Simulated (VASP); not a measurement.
# Bi (Im-3m) in VASP: a series of runs

The runs below take Bi through single point, with PBEsol.

Everything below comes from runs of VASP 6.6.1. Logs are shortened: lines on timing, memory, paths and dates and some standing lists are left out, and cuts for length are marked.

## 1. The cell of the first run

The structure is cubic, space group Im-3m (No. 229). The conventional cell has a = 3.656 Å, b = 3.656 Å, c = 3.656 Å, α = 90.00°, β = 90.00°, γ = 90.00°. Bi (site symmetry m-3m) has 14 Bi at 3.17 to 3.66 Å within 4.2 Å.

## 2. Single point, PBEsol

Input file INCAR:

```
SYSTEM = Bi
ALGO = Normal
EDIFF = 1E-6
ENCUT = 520
GGA = PS
ISIF = 2
ISMEAR = 0
LASPH = .TRUE.
LCHARG = .TRUE.
LELF = .TRUE.
LREAL = .FALSE.
LVHAR = .TRUE.
LWAVE = .FALSE.
NBANDS = 14
NELM = 100
PREC = Accurate
SIGMA = 0.1
```

Input file KPOINTS:

```
k-points
0
G
  8 8 8
  0 0 0
```

Input file POSCAR:

```
Bi
1.0
   -1.8282284554      1.8282284554      1.8282284554
    1.8282284554     -1.8282284554      1.8282284554
    1.8282284554      1.8282284554     -1.8282284554
Bi
1
Direct
    0.0000000000      0.0000000000      0.0000000000
```

Potentials or basis: VASP PAW PBE potentials, release 64 (Bi_d).

The run is started by

```bash
cat potpaw_PBE.64/Bi_d/POTCAR > POTCAR
mpirun -np 1 vasp_std > vasp.out
```

OUTCAR:

```text
SYSTEM = Bi
   EDIFF = 1E-6
   ENCUT = 520
   GGA = PS
   ISIF = 2
   ISMEAR = 0
   LASPH = .TRUE.
   LREAL = .FALSE.
   NELM = 100
   PREC = Accurate

 ion  position               nearest neighbor table
   1  0.000  0.000  0.000-

  LATTYP: Found a body centered cubic cell.
 ALAT       =     3.6564569108

  Lattice vectors:

 A1 = (  -1.8282284554,   1.8282284554,   1.8282284554)
 A2 = (   1.8282284554,  -1.8282284554,   1.8282284554)
 A3 = (   1.8282284554,   1.8282284554,  -1.8282284554)

Analysis of symmetry for initial positions (statically):
=====================================================================
 Subroutine PRICEL returns:
 Original cell was already a primitive cell.

 Routine SETGRP: Setting up the symmetry group for a
 body centered cubic supercell.

 Subroutine GETGRP returns: Found 48 space group operations
 (whereof 48 operations were pure point group operations)
 out of a pool of 48 trial point group operations.

The static configuration has the point symmetry O_h .

Analysis of symmetry for dynamics (positions and initial velocities):
=====================================================================
 Subroutine PRICEL returns:
 Original cell was already a primitive cell.

 Routine SETGRP: Setting up the symmetry group for a
 body centered cubic supercell.

 Subroutine GETGRP returns: Found 48 space group operations
 (whereof 48 operations were pure point group operations)
 out of a pool of 48 trial point group operations.

The dynamic configuration has the point symmetry O_h .

 Subroutine INISYM returns: Found 48 space group operations
 (whereof 48 operations are pure point group operations),
 and found     1 'primitive' translations

----------------------------------------------------------------------------------------

                                     Primitive cell

  volume of cell :      24.4428

  direct lattice vectors                    reciprocal lattice vectors
    -1.828228455  1.828228455  1.828228455     0.000000000  0.273488797  0.273488797
     1.828228455 -1.828228455  1.828228455     0.273488797  0.000000000  0.273488797
     1.828228455  1.828228455 -1.828228455     0.273488797  0.273488797  0.000000000

  length of vectors
     3.166584573  3.166584573  3.166584573     0.386771565  0.386771565  0.386771565

[... 83 lines left out ...]
   NFREE  =      0    steps in history (QN), initial steepest desc. (CG)
   ISIF   =      2    stress and relaxation
   ISYM   =      2    0-nonsym 1-usesym 2-fastsym
   POTIM  = 0.5000    time-step for ionic-motion
   TEBEG  =    0.0;   TEEND  =   0.0 temperature during run
   PSTRESS=    0.0 pullay stress
   NELECT =      15.0000    total number of electrons
   NUPDOWN=      -1.0000    fix difference up-down
   EMIN   =  10.00;   EMAX   =-10.00  energy-range for DOS
   EFERMI =   0.00;   METHOD = LEGACY
   ISMEAR =     0;   SIGMA  =   0.10  broadening in eV -4-tet -1-fermi 0-gaus
   EFERMI_NEDOS =   21; number of points for ismear=-14 and -15
   IALGO  =     38    algorithm
   IMIX   =      4    mixing-type and parameters
     AMIX     =   0.40;   BMIX     =  1.00
     AMIX_MAG =   1.60;   BMIX_MAG =  1.00
  volume/ion in A,a.u.               =      24.44       164.95
  Fermi-wavevector in a.u.,A,eV,Ry     =   1.391195  2.628978 26.333050  1.935425
  Thomas-Fermi vector in A             =   2.515058
   LORBIT       =      0    0 simple, 1 ext, 2 COOP (PROOUT), +10 PAW based schemes
   GGA     = PS    functional components
   LHFCALC =     F    Hartree Fock is set to
   AEXX    =    0.0000 exact exchange contribution
   IVDW    =     0    specifies the selected vdW correction
   LEPSILON=     F    determine dielectric tensor
   LRPA    =     F    only Hartree local field effects (RPA)
 non-spin polarized calculation
 Gauss-broadening in eV      SIGMA  =   0.10
  energy-cutoff  :      520.00
  volume of cell :       24.44
 maximum number of plane-waves:       682
   NGX = 11   NGY = 11   NGZ = 11

 number of electron      15.0000007 magnetization

 Free energy of the ion-electron system (eV)
  ---------------------------------------------------
  ext. energy  EPLUGINS =         0.00000000
  ---------------------------------------------------
  free energy    TOTEN  =        -3.90885889 eV

  energy without entropy =       -3.90547041  energy(sigma->0) =       -3.90716465

 E-fermi :  11.0213     XC(G=0): -11.6437

 val. band max:       10.9014597091   @ k =  -0.3750   0.3750   0.2500
 cond. band min:      11.0340275797   @ k =  -0.2500   0.3750   0.1250
 fundamental gap:      0.1325678706
 Fermi energy:        11.0212993106

 k-point     1 :       0.0000    0.0000    0.0000
  band No.  band energies     occupation
      1     -12.1240      2.00000
      2     -12.1240      2.00000
      3     -12.1240      2.00000
      4     -11.8446      2.00000
      5     -11.8446      2.00000
      6      -4.3888      2.00000
      7      18.2323      0.00000
      8      18.2323      0.00000
      9      18.2323      0.00000
     10      21.5389      0.00000
     11      21.5389      0.00000
     12      21.5389      0.00000
     13      23.8575      0.00000
     14      24.5806      0.00000
[... 377 lines left out ...]
      1     -12.0661      2.00000
      2     -11.9874      2.00000
      3     -11.9628      2.00000
      4     -11.8744      2.00000
      5     -11.7624      2.00000
      6       0.2241      2.00000
      7       7.8998      2.00000
      8      10.9015      1.90988
      9      11.8670      0.00000
     10      16.5320      0.00000
     11      21.4186      0.00000
     12      24.0356      0.00000
     13      24.2538      0.00000
     14      28.1041      0.00000

 [... further k-points ...]

------------------------ aborting loop because EDIFF is reached ----------------------------------------

  FORCE on cell =-STRESS in cart. coord.  units (eV):
  Direction    XX          YY          ZZ          XY          YZ          ZX
  --------------------------------------------------------------------------------------
  -------------------------------------------------------------------------------------
  Total        3.0670279      3.0670279      3.0670279     -0.0000000     -0.0000000     -0.0000000
  in kB      201.0374292    201.0374292    201.0374292     -0.0000000     -0.0000000     -0.0000000
  external PRESSURE =     201.0374292 kB  Pullay stress =       0.0000000 kB

 VOLUME and BASIS-vectors are now :
 -----------------------------------------------------------------------------
  energy-cutoff  :      520.00
  volume of cell :       24.44
      direct lattice vectors                 reciprocal lattice vectors
    -1.828228455  1.828228455  1.828228455     0.000000000  0.273488797  0.273488797
     1.828228455 -1.828228455  1.828228455     0.273488797  0.000000000  0.273488797
     1.828228455  1.828228455 -1.828228455     0.273488797  0.273488797  0.000000000

 POSITION                                       TOTAL-FORCE (eV/Angst)
 -----------------------------------------------------------------------------------
      0.00000      0.00000      0.00000         0.000000     -0.000000      0.000000
 -----------------------------------------------------------------------------------
    total drift:                               -0.000000      0.000000     -0.000000

  FREE ENERGIE OF THE ION-ELECTRON SYSTEM (eV)
  ---------------------------------------------------
  free  energy   TOTEN  =        -3.9088588861 eV

  energy  without entropy=       -3.9054704106  energy(sigma->0) =       -3.90716465
```

OSZICAR:

```text
N       E                     dE             d eps       ncg     rms          rms(c)
DAV:   1     0.112592324550E+03    0.11259E+03   -0.74544E+03   832   0.133E+03
DAV:   2     0.229881302103E+01   -0.11029E+03   -0.10617E+03   902   0.356E+02
DAV:   3    -0.378826544750E+01   -0.60871E+01   -0.60685E+01  1006   0.789E+01
DAV:   4    -0.391799397590E+01   -0.12973E+00   -0.12969E+00  1062   0.119E+01
DAV:   5    -0.392328771330E+01   -0.52937E-02   -0.52935E-02  1108   0.226E+00    0.651E-01
DAV:   6    -0.391316304768E+01    0.10125E-01   -0.81928E-03  1128   0.145E+00    0.341E-01
DAV:   7    -0.390906550633E+01    0.40975E-02   -0.48886E-03  1184   0.111E+00    0.710E-02
DAV:   8    -0.390886565863E+01    0.19985E-03   -0.37762E-04  1120   0.302E-01    0.710E-03
DAV:   9    -0.390886005380E+01    0.56048E-05   -0.11010E-05  1052   0.535E-02    0.367E-03
DAV:  10    -0.390885886360E+01    0.11902E-05   -0.60954E-07   760   0.101E-02    0.492E-04
DAV:  11    -0.390885888613E+01   -0.22530E-07   -0.26089E-07   640   0.847E-03
   1 F= -.39088589E+01 E0= -.39071646E+01  d E =-.338848E-02
```

It took 8.8 s on 1 thread of Intel Xeon 8259CL, shared host; peak memory 0.14 GiB.

Results:

```yaml
Free_energy: -3.9089 eV
Pressure: 20.1 GPa
```

Levels at points of the mesh, in eV from the Fermi level:
| k point | band 3 | band 4 | band 5 | band 6 | band 7 | band 8 | band 9 | band 10 | band 11 | band 12 |
| --- | --- | --- | --- | --- | --- | --- | --- | --- | --- | --- |
| (0.00, 0.00, 0.00) | -23.15 | -22.87 | -22.87 | -15.41 | 7.21 | 7.21 | 7.21 | 10.52 | 10.52 | 10.52 |
| (0.50, 0.00, 0.00) | -22.88 | -22.88 | -22.69 | -10.77 | -6.57 | 2.17 | 4.13 | 7.10 | 8.41 | 14.14 |
| (0.50, 0.50, 0.50) | -22.73 | -22.73 | -22.73 | -7.36 | -2.32 | -2.32 | -2.32 | 3.42 | 3.42 | 16.10 |

Caveat: the PAW data sets were made with another functional, which shifts forces and pressure a little; spin-orbit coupling is left out, which moves the levels of the heavy elements.

## 3. Single point, PBEsol

Input file INCAR:

```
  PREC = Accurate
  ENCUT = 520
  EDIFF = 1E-6
  ISMEAR = 0
  SIGMA = 0.1
  LREAL = False
  LASPH = True
  NELM = 80
  ALGO = Fast
  ISIF = 2
  LWAVE = False
  LCHARG = False
  GGA = PS
  NBANDS = 14
```

Input file KPOINTS:

```
regular mesh
0
Gamma
  8 8 8
```

POSCAR is that of step 2.

Potentials or basis: VASP PAW PBE potentials, release 64 (Bi_d).

The run is started by

```bash
cat potpaw_PBE.64/Bi_d/POTCAR > POTCAR
mpirun -np 1 vasp_std > vasp.out
```

It took 8.6 s on 1 thread of Intel Xeon 8259CL, shared host; peak memory 0.14 GiB.

The run converged. Its results:

```
Free energy : -3.9089 eV
Pressure    : 20.1 GPa
```

Levels at points of the mesh, in eV from the Fermi level:
| k point | band 5 | band 6 | band 7 | band 8 | band 9 | band 10 |
| --- | --- | --- | --- | --- | --- | --- |
| (0.00, 0.00, 0.00) | -22.87 | -15.41 | 7.21 | 7.21 | 7.21 | 10.52 |
| (0.50, 0.00, 0.00) | -22.69 | -10.77 | -6.57 | 2.17 | 4.13 | 7.10 |
| (0.50, 0.50, 0.50) | -22.73 | -7.36 | -2.32 | -2.32 | -2.32 | 3.42 |

Caveat: the PAW data sets were made with another functional, which shifts forces and pressure a little; spin-orbit coupling is left out, which moves the levels of the heavy elements.

## 4. Single point, PBEsol

This run uses another cell than the first one, of 26.48 Å³/atom, 1.083 times its volume.

Input file INCAR:

```
SYSTEM = Bi
ALGO = Normal ; EDIFF = 1E-6
ENCUT = 520 ; GGA = PS
ISIF = 2 ; ISMEAR = 0
LASPH = .TRUE. ; LCHARG = .FALSE.
LREAL = .FALSE. ; LWAVE = .FALSE.
NBANDS = 14 ; NELM = 60
PREC = Accurate ; SIGMA = 0.1
```

Input file KPOINTS:

```
k-points
0
G
  8 8 8
  0 0 0
```

Input file POSCAR:

```
Bi
1.0
   -1.8777521352      1.8777521352      1.8777521352
    1.8777521352     -1.8777521352      1.8777521352
    1.8777521352      1.8777521352     -1.8777521352
Bi
1
Direct
    0.0000000000      0.0000000000      0.0000000000
```

The run is started by

```bash
cat potpaw_PBE.64/Bi_d/POTCAR > POTCAR
mpirun -np 1 vasp_std > vasp.out
```

Wall time 8.3 s (1 thread of Intel Xeon 8259CL, shared host); peak memory 0.14 GiB.

The run converged. Its results:

```
Free energy : -4.0978 eV
Pressure    : 10.0 GPa
```

Levels at points of the mesh, in eV from the Fermi level:
```tsv
k point	band 4	band 5	band 6	band 7	band 8	band 9	band 10	band 11
(0.00, 0.00, 0.00)	-22.85	-22.85	-14.73	6.45	6.45	6.45	10.53	10.53
(0.50, 0.00, 0.00)	-22.86	-22.71	-10.67	-6.04	1.95	3.92	6.67	8.09
(0.50, 0.50, 0.50)	-22.74	-22.74	-7.74	-2.14	-2.14	-2.14	3.43	3.43
```

Caveat: the PAW data sets were made with another functional, which shifts forces and pressure a little; spin-orbit coupling is left out, which moves the levels of the heavy elements.
